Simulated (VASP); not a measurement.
Wanted: the native input for a VASP 6.6.1 run.

```
Task                   : single point
Functional             : PBE
Potentials or basis    : VASP PAW PBE potentials, release 64 (Li_sv, Re)
Cutoff                 : 520 eV
k mesh                 : 4 × 4 × 4
Occupations            : gaussian, width 0.1 eV
Spin                   : collinear spin
Starting moments       : [0.0, 0.0, 0.0, 0.0, 0.0, 1.0, 1.0, 1.0] μB
Dipole correction      : no
Further INCAR settings : ALGO = Normal; EDIFF = 1e-06; NBANDS = 32
```

The structure of Li5Re3 lies in POSCAR:

```
Li5Re3
1.0
    4.3151637561      0.0000000000      0.0000000000
    0.0000000000      4.7775352638      0.0000000000
    0.0000000000      0.0000000000      5.4034448518
Li Re
5 3
Direct
    0.0000000000      0.0000000000      0.5000000000
    0.0000000000      0.0000000000      0.0000000000
    0.5000000000      0.5000000000      0.0000000000
    0.5000000000      0.0000000000      0.7444053123
    0.5000000000      0.0000000000      0.2555946877
    0.0000000000      0.5000000000      0.7625202354
    0.0000000000      0.5000000000      0.2374797646
    0.5000000000      0.5000000000      0.5000000000
```

The cell was generated, and may not be a known phase.

These files were run (other wordings do the same):

INCAR

```
SYSTEM = Li5Re3
PREC = Accurate
ENCUT = 520
EDIFF = 1E-6
ISMEAR = 0
SIGMA = 0.1
LREAL = .False.
LASPH = .True.
NELM = 150
ALGO = Normal
ISIF = 2
LWAVE = .False.
LCHARG = .False.
ISPIN = 2
MAGMOM = 0 0 0 0 0 1 1 1
LORBIT = 11
LMAXMIX = 4
GGA = PE
NBANDS = 32
```

KPOINTS

```
regular mesh
0
Gamma
  4 4 4
  0 0 0
```

Potentials or basis: VASP PAW PBE potentials, release 64 (Li_sv, Re).

Launch:

```console
$ cat potpaw_PBE.64/Li_sv/POTCAR potpaw_PBE.64/Re/POTCAR > POTCAR
$ mpirun -np 1 vasp_std > vasp.out
```

It gave:

The largest force is 0.026 eV/Å and the band gap on the k mesh is zero (filled and empty bands overlap). The net moment is 0.00 μB per cell and the valence electrons inside the program's atomic spheres are Li 2.12, 2.14, 2.18, 2.11 (each value once); Re 5.93, 5.97 (each value once).

Caveat: the k points lie up to 0.36 Å⁻¹ apart, too coarse for converged energies and pressures of a metal; spin-orbit coupling is left out, which moves the levels of the heavy elements.

It took 96 s on 1 thread of Intel(R) Xeon(R) 6975P-C (Granite Rapids) (shared host), peak memory 0.32 GiB.
